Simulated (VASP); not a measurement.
# Al2Cu (P4/mmm) in VASP: settings compared

Aim: see how the results for Al2Cu move with the level of theory and the settings. Levels: PBE, r2SCAN, LDA. Tasks: single point, relaxation of cell and atoms.

Program: VASP 6.6.1. These are calculated values, not measurements. Logs are shortened: lines on timing, memory, paths and dates and some standing lists are left out, and cuts for length are marked.

### Step 1. The cell of the first run

Symmetry: P4/mmm, No. 123, tetragonal system. Conventional cell: a = 4.105 Å, b = 4.105 Å, c = 2.891 Å, α = 90.00°, β = 90.00°, γ = 90.00°. Al (site symmetry mmm) has 4 Cu at 2.51 Å and 6 Al at 2.89 to 2.90 Å within 3.3 Å. Within 3.3 Å of Cu (site symmetry 4/mmm) lie 8 Al at 2.51 Å and 2 Cu at 2.89 Å.

### Step 2. Single point, PBE

The input, INCAR:

```
SYSTEM = Al2Cu
PREC = Accurate ; ENCUT = 700
EDIFF = 1E-6 ; ISMEAR = 0
SIGMA = 0.1 ; LREAL = .FALSE.
LASPH = .TRUE. ; NELM = 120
ALGO = Normal ; ISIF = 2
LWAVE = .FALSE. ; LCHARG = .TRUE.
GGA = PE ; LELF = .TRUE.
LVHAR = .TRUE. ; NBANDS = 20
GGA_COMPAT = .FALSE.
```

The input, KPOINTS:

```
Automatic mesh
0
G
  1 1 1
  0 0 0
```

The input, POSCAR:

```
Al2Cu
1.0
    4.1051820000      0.0000000000      0.0000000000
    0.0000000000      4.1051820000      0.0000000000
    0.0000000000      0.0000000000      2.8913130000
Al Cu
2 1
Direct
    0.5000000000      0.0000000000      0.5000000000
    0.0000000000      0.5000000000      0.5000000000
    0.0000000000      0.0000000000      0.0000000000
```

Potentials or basis: VASP PAW PBE potentials, release 64 (Al, Cu_sv_GW).

Run with:

```bash
$ cat potpaw_PBE.64/Al/POTCAR potpaw_PBE.64/Cu_sv_GW/POTCAR > POTCAR
$ mpirun -np 1 vasp_gam > vasp.out
```

OUTCAR:

```text
SYSTEM = Al2Cu
   PREC = Accurate
   ENCUT = 700
   EDIFF = 1E-6
   ISMEAR = 0
   LREAL = .FALSE.
   LASPH = .TRUE.
   NELM = 120
   ISIF = 2
   GGA = PE

 ion  position               nearest neighbor table
   1  0.500  0.000  0.500-   3 2.51   3 2.51   3 2.51   3 2.51   2 2.90   2 2.90   2 2.90   2 2.90

   2  0.000  0.500  0.500-   3 2.51   3 2.51   3 2.51   3 2.51   1 2.90   1 2.90   1 2.90   1 2.90

   3  0.000  0.000  0.000-   1 2.51   2 2.51   1 2.51   2 2.51   2 2.51   2 2.51   1 2.51   1 2.51

  LATTYP: Found a simple tetragonal cell.
 ALAT       =     4.1051820000
 C/A-ratio  =     0.7043081159

  Lattice vectors:

 A1 = (   4.1051820000,   0.0000000000,   0.0000000000)
 A2 = (   0.0000000000,   4.1051820000,   0.0000000000)
 A3 = (   0.0000000000,   0.0000000000,   2.8913130000)

Analysis of symmetry for initial positions (statically):
=====================================================================
 Subroutine PRICEL returns:
 Original cell was already a primitive cell.

 Routine SETGRP: Setting up the symmetry group for a
 simple tetragonal supercell.

 Subroutine GETGRP returns: Found 16 space group operations
 (whereof 16 operations were pure point group operations)
 out of a pool of 16 trial point group operations.

The static configuration has the point symmetry D_4h.

Analysis of symmetry for dynamics (positions and initial velocities):
=====================================================================
 Subroutine PRICEL returns:
 Original cell was already a primitive cell.

 Routine SETGRP: Setting up the symmetry group for a
 simple tetragonal supercell.

 Subroutine GETGRP returns: Found 16 space group operations
 (whereof 16 operations were pure point group operations)
 out of a pool of 16 trial point group operations.

The dynamic configuration has the point symmetry D_4h.

 Subroutine INISYM returns: Found 16 space group operations
 (whereof 16 operations are pure point group operations),
 and found     1 'primitive' translations

----------------------------------------------------------------------------------------

                                     Primitive cell

  volume of cell :      48.7259

  direct lattice vectors                    reciprocal lattice vectors
     4.105182000  0.000000000  0.000000000     0.243594559  0.000000000  0.000000000
     0.000000000  4.105182000  0.000000000     0.000000000  0.243594559  0.000000000
     0.000000000  0.000000000  2.891313000     0.000000000  0.000000000  0.345863627

  length of vectors
     4.105182000  4.105182000  2.891313000     0.243594559  0.243594559  0.345863627

  position of ions in fractional coordinates (direct lattice)
     0.500000000  0.000000000  0.500000000
     0.000000000  0.500000000  0.500000000
     0.000000000  0.000000000  0.000000000

  ion indices of the primitive-cell ions
   primitive index   ion index
                 1           1
                 2           2
                 3           3

----------------------------------------------------------------------------------------

 KPOINTS: Automatic mesh

Automatic generation of k-mesh.
 Grid dimensions read from file:
 generate k-points for:    1    1    1

 Generating k-lattice:

  Cartesian coordinates                     Fractional coordinates (reciprocal lattice)
     0.243594559  0.000000000  0.000000000     1.000000000  0.000000000  0.000000000
     0.000000000  0.243594559  0.000000000     0.000000000  1.000000000  0.000000000
     0.000000000  0.000000000  0.345863627     0.000000000  0.000000000  1.000000000

  Length of vectors
     0.243594559  0.243594559  0.345863627

  Shift w.r.t. Gamma in fractional coordinates (k-lattice)
     0.000000000  0.000000000  0.000000000

 Subroutine IBZKPT returns following result:
 ===========================================

 Found      1 irreducible k-points:

 Following reciprocal coordinates:
            Coordinates               Weight
  0.000000  0.000000  0.000000      1.000000
   k-points           NKPTS =      1   k-points in BZ     NKDIM =      1   number of bands    NBANDS=     20
   number of dos      NEDOS =    301   number of ions     NIONS =      3
   total plane-waves  NPLWV =  36288
   dimension x,y,z NGX =    36 NGY =   36 NGZ =   28
   dimension x,y,z NGXF=    72 NGYF=   72 NGZF=   56
   ions per type =               2   1
   NGX,Y,Z   is equivalent  to a cutoff of  14.58, 14.58, 16.10 a.u.
   NGXF,Y,Z  is equivalent  to a cutoff of  29.16, 29.16, 32.20 a.u.
 SYSTEM =  Al2Cu
   PREC   = accura    normal or accurate (medium, high low for compatibility)
   ISTART =      0    job   : 0-new  1-cont  2-samecut
   ICHARG =      2    charge: 1-file 2-atom 10-const
   ISPIN  =      1    spin polarized calculation?
   LNONCOLLINEAR =      F non collinear calculations
   LSORBIT =      F    spin-orbit coupling
   LASPH  =      T    aspherical Exc in radial PAW
   ENCUT  =  700.0 eV  51.45 Ry    7.17 a.u.   8.86  8.86  6.24*2*pi/ulx,y,z
   NELM   =    120;   NELMIN=  2; NELMDL= -5     # of ELM steps
   EDIFF  = 0.1E-05   stopping-criterion for ELM
   LREAL  =      F    real-space projection
   EDIFFG = 0.1E-04   stopping-criterion for IOM
   NSW    =      0    number of steps for IOM
   IBRION =     -1    ionic relax: 0-MD 1-quasi-New 2-CG
   NFREE  =      0    steps in history (QN), initial steepest desc. (CG)
   ISIF   =      2    stress and relaxation
   ISYM   =      2    0-nonsym 1-usesym 2-fastsym
   POTIM  = 0.5000    time-step for ionic-motion
   TEBEG  =    0.0;   TEEND  =   0.0 temperature during run
   PSTRESS=    0.0 pullay stress
   NELECT =      25.0000    total number of electrons
   NUPDOWN=      -1.0000    fix difference up-down
   EMIN   =  10.00;   EMAX   =-10.00  energy-range for DOS
   EFERMI =   0.00;   METHOD = LEGACY
   ISMEAR =     0;   SIGMA  =   0.10  broadening in eV -4-tet -1-fermi 0-gaus
   EFERMI_NEDOS =   21; number of points for ismear=-14 and -15
   IALGO  =     38    algorithm
   IMIX   =      4    mixing-type and parameters
     AMIX     =   0.40;   BMIX     =  1.00
     AMIX_MAG =   1.60;   BMIX_MAG =  1.00
  volume/ion in A,a.u.               =      16.24       109.61
  Fermi-wavevector in a.u.,A,eV,Ry     =   1.310594  2.476664 23.370139  1.717657
  Thomas-Fermi vector in A             =   2.441114
   LORBIT       =      0    0 simple, 1 ext, 2 COOP (PROOUT), +10 PAW based schemes
   GGA     = PE    functional components
   LHFCALC =     F    Hartree Fock is set to
   AEXX    =    0.0000 exact exchange contribution
   IVDW    =     0    specifies the selected vdW correction
   LEPSILON=     F    determine dielectric tensor
   LRPA    =     F    only Hartree local field effects (RPA)
 non-spin polarized calculation
 Gauss-broadening in eV      SIGMA  =   0.10
  energy-cutoff  :      700.00
  volume of cell :       48.73
 maximum number of plane-waves:      1023
 NGX is ok and might be reduce to    36
   NGX = 17   NGY = 17   NGZ = 13

 number of electron      25.0000001 magnetization

 Free energy of the ion-electron system (eV)
  ---------------------------------------------------
  ext. energy  EPLUGINS =         0.00000000
  ---------------------------------------------------
  free energy    TOTEN  =       -12.11336915 eV

  energy without entropy =      -12.05695019  energy(sigma->0) =      -12.08515967

 E-fermi :   7.1297     XC(G=0): -10.4225

 val. band max:        7.1297495441   @ k =   0.0000   0.0000   0.0000
 cond. band min:       8.1815782592   @ k =   0.0000   0.0000   0.0000
 fundamental gap:      1.0518287151
 Fermi energy:         7.1297495441

 k-point     1 :       0.0000    0.0000    0.0000
  band No.  band energies     occupation
      1    -107.0492      2.00000
      2     -64.4352      2.00000
      3     -64.4050      2.00000
      4     -64.4050      2.00000
      5      -3.2603      2.00000
      6       1.7389      2.00000
[... 12 lines left out ...]
     19      14.3982      0.00000
     20      19.9157      0.00000

------------------------ aborting loop because EDIFF is reached ----------------------------------------

  FORCE on cell =-STRESS in cart. coord.  units (eV):
  Direction    XX          YY          ZZ          XY          YZ          ZX
  --------------------------------------------------------------------------------------
  -------------------------------------------------------------------------------------
  Total       14.3127975     14.3127975    -28.5553486      0.0000000     -0.0000000      0.0000000
  in kB      470.6251894    470.6251894   -938.9405757      0.0000000     -0.0000000      0.0000000
  external PRESSURE =       0.7699343 kB  Pullay stress =       0.0000000 kB

 VOLUME and BASIS-vectors are now :
 -----------------------------------------------------------------------------
  energy-cutoff  :      700.00
  volume of cell :       48.73
      direct lattice vectors                 reciprocal lattice vectors
     4.105182000  0.000000000  0.000000000     0.243594559  0.000000000  0.000000000
     0.000000000  4.105182000  0.000000000     0.000000000  0.243594559  0.000000000
     0.000000000  0.000000000  2.891313000     0.000000000  0.000000000  0.345863627

 POSITION                                       TOTAL-FORCE (eV/Angst)
 -----------------------------------------------------------------------------------
      2.05259      0.00000      1.44566         0.000000      0.000000      0.000000
      0.00000      2.05259      1.44566         0.000000      0.000000      0.000000
      0.00000      0.00000      0.00000         0.000000      0.000000      0.000000
 -----------------------------------------------------------------------------------
    total drift:                               -0.000000     -0.000000     -0.000000

  FREE ENERGIE OF THE ION-ELECTRON SYSTEM (eV)
  ---------------------------------------------------
  free  energy   TOTEN  =       -12.1133691502 eV

  energy  without entropy=      -12.0569501919  energy(sigma->0) =      -12.08515967
```

It took 8.3 s on 1 thread of AMD EPYC 7R13 (Zen 3), shared host; peak memory 0.14 GiB.

What came out:

* Free energy: -12.1134 eV
* Pressure: 0.1 GPa
* Band gap on the k mesh: zero (an odd number of electrons rules out a gap without spin polarisation)

Caveat: the k points lie up to 2.17 Å⁻¹ apart, too coarse for converged energies and pressures of a metal.

### Step 3. Single point, r2SCAN

This run uses another cell than the first one, of 15.88 Å³/atom.

The input, POSCAR:

```
Al2Cu
1.0
    4.0880279461      0.0000000000      0.0000000000
    0.0000000000      4.0880279461      0.0000000000
    0.0000000000      0.0000000000      2.8513255488
Al Cu
2 1
Direct
    0.5000000000      0.0000000000      0.5000000000
    0.0000000000      0.5000000000      0.5000000000
    0.0000000000      0.0000000000      0.0000000000
```

The input, INCAR.step1:

```
PREC = Accurate
ENCUT = 520
ISMEAR = 0
SIGMA = 0.1
LREAL = F
LASPH = T
NELM = 80
NBANDS = 16
GGA = PE
ALGO = Normal
EDIFF = 1E-4
LWAVE = T
LCHARG = F
```

The input, INCAR.step2:

```
PREC = Accurate
ENCUT = 520
EDIFF = 1E-6
ISMEAR = 0
SIGMA = 0.1
LREAL = F
LASPH = T
NELM = 80
ALGO = Normal
ISIF = 2
LWAVE = F
LCHARG = F
METAGGA = R2SCAN
LMIXTAU = T
NBANDS = 16
ISTART = 1
```

The input, KPOINTS:

```
regular mesh
0
Gamma
  10 10 14
```

Potentials or basis: VASP PAW PBE potentials, release 64 (Al, Cu).

Run with:

```bash
$ cat potpaw_PBE.64/Al/POTCAR potpaw_PBE.64/Cu/POTCAR > POTCAR
$ cp INCAR.step1 INCAR
$ mpirun -np 1 vasp_std > vasp.out
$ cp INCAR.step2 INCAR
$ mpirun -np 1 vasp_std > vasp.out
```

It took 3.7 min on 1 thread of AMD EPYC 9R45 (Zen 5), shared host; peak memory 0.23 GiB.

It converged, with:

```
Free energy            : -24.4171 eV
Pressure               : -0.2 GPa
Band gap on the k mesh : zero (an odd number of electrons rules out a gap without spin polarisation)
```

Levels at points of the mesh, in eV from the Fermi level:
```tsv
k point	band 7	band 8	band 9	band 10	band 11	band 12
(0.00, 0.00, 0.00)	-2.65	-2.65	0.07	1.01	6.66	6.66
(0.50, 0.00, 0.00)	-4.23	-1.25	1.62	1.92	2.15	8.22
(0.50, 0.50, 0.00)	-4.26	-4.26	-2.57	9.00	9.00	10.14
(0.00, 0.00, 0.50)	-3.13	2.65	2.76	2.76	2.84	2.84
(0.50, 0.00, 0.50)	-3.29	-2.57	-1.70	3.99	4.16	4.67
(0.50, 0.50, 0.50)	-2.49	-2.49	-0.95	-0.81	0.19	0.19
```

Caveat: the PAW data sets were made with another functional, which shifts forces and pressure a little.

### Step 4. Relaxation of cell and atoms, LDA

The input, INCAR:

```
ALGO = Fast ; EDIFF = 1E-6
EDIFFG = -0.01 ; ENCUT = 600
GGA = CA ; IBRION = 2
ISIF = 3 ; ISMEAR = 0
LASPH = True ; LCHARG = False
LREAL = False ; LWAVE = False
NELM = 60 ; NSW = 80
PREC = Accurate ; SIGMA = 0.1
```

The input, KPOINTS:

```
k-points
0
Gamma
  10 10 14
```

The input, POSCAR:

```
Al2Cu
1.0
    4.1051820000      0.0000000000      0.0000000000
    0.0000000000      4.1051820000      0.0000000000
    0.0000000000      0.0000000000      2.8913130000
Al Cu
2 1
Direct
    0.5000000000      0.0000000000      0.5000000000
    0.0000000000      0.5000000000      0.5000000000
    0.0000000000      0.0000000000      0.0000000000
```

Potentials or basis: VASP PAW LDA potentials, release 64 (Al, Cu).

Run with:

```bash
$ cat potpaw_LDA.64/Al/POTCAR potpaw_LDA.64/Cu/POTCAR > POTCAR
$ mpirun -np 1 vasp_std > vasp.out
```

It took 5.6 min on 1 thread of AMD EPYC 9R45 (Zen 5), shared host; peak memory 0.24 GiB.

Results (log left out):

```
Free energy                           : -13.2308 eV
Relaxed volume                        : 15.42 Å³/atom
Relaxed cell                          : a = 4.045 Å, b = 4.045 Å, c = 2.827 Å, α = 90.00°, β = 90.00°, γ = 90.00°
Space group after relaxing (to 0.1 Å) : P4/mmm (No. 123)
Energy gained by relaxing             : 13.4 meV/atom
Ionic steps                           : 8
Pressure after relaxing               : 0.0 GPa
Band gap on the k mesh                : zero (an odd number of electrons rules out a gap without spin polarisation)
```

Stress tensor (GPa, compression positive):
```
 0.07  0.00  0.00
 0.00  0.07  0.00
 0.00  0.00 -0.06
```

The path:
| step | energy change (eV) | largest force (eV/Å) | pressure (GPa) | volume (Å³) |
| --- | --- | --- | --- | --- |
| 1 | 0.0000 | 0.0000 | -4.78 | 48.73 |
| 2 | -0.0349 | 0.0000 | 2.18 | 45.38 |
| 3 | -0.0400 | 0.0000 | -0.05 | 46.23 |
| 4 | -0.0400 | 0.0000 | 0.25 | 46.18 |
| 5 | -0.0402 | 0.0000 | -0.15 | 46.33 |
| 6 | -0.0402 | 0.0000 | -0.28 | 46.31 |
| 7 | -0.0402 | 0.0000 | -0.24 | 46.28 |
| 8 | -0.0403 | 0.0000 | 0.03 | 46.27 |

Final structure:
```
Al Cu
1.0
     4.04543    0.00000    0.00000
     0.00000    4.04543    0.00000
     0.00000    0.00000    2.82705
Al Cu
2 1
Direct
  0.50000 0.00000 0.50000
  0.00000 0.50000 0.50000
  0.00000 0.00000 0.00000
```

Levels at points of the mesh, in eV from the Fermi level:
```tsv
k point	band 5	band 6	band 7	band 8	band 9	band 10	band 11	band 12
(0.00, 0.00, 0.00)	-4.27	-4.27	-2.48	-2.48	-0.02	0.86	6.29	6.34
(0.50, 0.00, 0.00)	-4.57	-4.30	-4.26	-1.14	1.59	1.75	2.00	7.75
(0.50, 0.50, 0.00)	-4.62	-4.43	-4.29	-4.29	-2.52	8.68	8.68	9.66
(0.00, 0.00, 0.50)	-5.03	-4.29	-3.11	2.60	2.69	2.69	2.76	2.76
(0.50, 0.00, 0.50)	-4.37	-4.36	-3.16	-2.53	-1.68	3.78	4.03	4.58
(0.50, 0.50, 0.50)	-4.12	-3.56	-2.33	-2.33	-0.87	-0.86	0.07	0.07
```

Caveat: the highest band is partly filled, so the run has too few bands.

### Step 5. Summary

```tsv
task	level	potentials or basis	cell	k mesh	cutoff (eV)	gap on the mesh (eV)	pressure (GPa)
single point	PBE	VASP PAW PBE potentials, release 64 (Al, Cu_sv_GW)	a = 4.105, b = 4.105, c = 2.891 Å, 3 atoms	1 × 1 × 1	700	none	0.1
single point	r2SCAN	VASP PAW PBE potentials, release 64 (Al, Cu)	a = 4.088, b = 4.088, c = 2.851 Å, 3 atoms	10 × 10 × 14	520	none	-0.2
relaxation of cell and atoms	LDA	VASP PAW LDA potentials, release 64 (Al, Cu)	relaxed from a = 4.105, b = 4.105, c = 2.891 Å, 3 atoms	10 × 10 × 14	600	none	0.0
```

Alike in all rows: no spin polarisation; smearing gaussian 0.1 eV.

Caveats: some runs use coarse meshes; the PAW data sets were made with another functional, which shifts forces and pressure a little (at least some runs); the highest band is partly filled, so the run has too few bands (at least some runs).

Total energies depend on the potentials used, so only differences within one code and one set of settings carry meaning.

The gap in the log of VASP goes by the Fermi energy; the results here count the filled bands.